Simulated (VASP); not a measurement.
Runs of VASP 6.6.1 on WAu. The structure is that of space group F-43m (No. 216), or close to it. The cells are those of the table. 

```csv
task,level,potentials or basis,spin,cell,k mesh,cutoff (eV),grid for exact exchange (PRECFOCK),share of exact exchange,gap on the mesh (eV),pressure (GPa),relaxed volume (Å³/atom)
single point,r2SCANh,"VASP PAW PBE potentials, release 64 (W_sv, Au)",off,"a = 3.886 Å, angles 60.0°, 2 atoms",4 × 4 × 4,520,Normal,0.1,none,29.0,-
single point,r2SCAN50,"VASP PAW PBE potentials, release 64 (W_sv, Au)",off,"a = 3.886 Å, angles 60.0°, 2 atoms",4 × 4 × 4,520,Normal,0.5,none,(c),-
relaxation of cell and atoms,LDA,"VASP PAW LDA potentials, release 64 (W_sv, Au_sv_GW)",off,"relaxed from a = 3.886 Å, angles 60.0°, 2 atoms",8 × 8 × 8,540,-,-,none,0.0,23.29
single point,HF,"VASP PAW PBE potentials, release 64 (W_sv, Au)",off,"a = 3.886 Å, angles 60.0°, 2 atoms",4 × 4 × 4,520,Normal,1,none,35.6,-
single point,PBEsol-based global hybrid with 25 % exact exchange,"VASP PAW PBE potentials, release 64 (W_sv, Au_sv_GW)",off,"a = 4.040 Å, angles 60.0°, 2 atoms",4 × 4 × 4,400,Normal,0.25,none,-1.7,-
single point,r2SCAN0,"VASP PAW PBE potentials, release 64 (W_sv, Au)",off,"a = 3.886 Å, angles 60.0°, 2 atoms",4 × 4 × 4,520,Normal,0.25,none,26.4,-
relaxation of cell and atoms,BLYP+D3(BJ),"VASP PAW PBE potentials, release 64 (W_sv, Au_sv_GW)",off,"relaxed from a = 3.886 Å, angles 60.0°, 2 atoms",8 × 8 × 8,540,-,-,none,0.0,24.10
single point,PBEsol-based global hybrid with 25 % exact exchange,"VASP PAW PBE potentials, release 64 (W_sv, Au_sv_GW)",off,"a = 3.886 Å, angles 60.0°, 2 atoms",4 × 4 × 4,400,Normal,0.25,none,(a),-
single point,LDA,"VASP PAW LDA potentials, release 64 (W_sv, Au_sv_GW)","non-collinear, zero start, SOC","a = 3.886 Å, angles 60.0°, 2 atoms",6 × 6 × 6,540,-,-,-,(b),-
```

Alike in all rows: smearing fermi-dirac 0.05 eV.

Q: Estimate the missing entries.

A: (a) 22.1; (b) 24.0; (c) 23.2.

Caveats: some runs use coarse meshes; spin-orbit coupling is left out, which moves the levels of the heavy elements (at least some runs); the PAW data sets were made with another functional, which shifts forces and pressure a little (at least some runs); the volume moved by over 15 % at a fixed basis, so the end points are rough (at least some runs); the dispersion term is far too large for a dense solid, which distorts pressure and volume (at least some runs); the cell stands under pressure (at least some runs).

A k mesh can miss the band edges, and rows without SOC leave out spin-orbit coupling on Au, W.

A gap of «none» marks levels without a gap at the run's occupations.

The runs don't all hold the same shells in valence.
